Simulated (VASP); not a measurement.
Crystal: MgO.

```
Mg O
1.0
     0.00000    2.10850    2.10850
     2.10850    0.00000    2.10850
     2.10850    2.10850    0.00000
Mg O
1 1
Direct
  0.00000 0.00000 0.00000
  0.50000 0.50000 0.50000
```

```yaml
Program: VASP 6.6.1
Task: relaxation of cell and atoms
Functional: LDA
Potentials_or_basis: VASP PAW LDA potentials, release 64 (Mg, O)
Cutoff: 600 eV
k_mesh: 8 × 8 × 8
Occupations: gaussian, width 0.01 eV
Spin: no spin polarisation
```

At the start: pressure -8.5 GPa; volume 9.37 Å³/atom.

**Question.** Where does the relaxation end?

**Answer.** Over 3 steps the energy falls by 13.4 meV/atom and the volume is 8.89 Å³/atom (-5.1 %); space group Fm-3m (No. 225, to 0.05 Å).

Step by step:
| step | energy change (eV) | largest force (eV/Å) | pressure (GPa) | volume (Å³) |
| --- | --- | --- | --- | --- |
| 1 | 0.0000 | 0.0000 | -8.48 | 18.75 |
| 2 | -0.0227 | 0.0000 | 3.71 | 17.43 |
| 3 | -0.0267 | 0.0000 | 0.01 | 17.78 |

Final structure:
```yaml
crystal:
  lattice:
    - [0.00000, 2.07166, 2.07166]
    - [2.07166, 0.00000, 2.07166]
    - [2.07166, 2.07166, 0.00000]
  atoms:
    - { symbol: Mg, position: [0.00000, 0.00000, 0.00000] }
    - { symbol: O, position: [0.50000, 0.50000, 0.50000] }
```
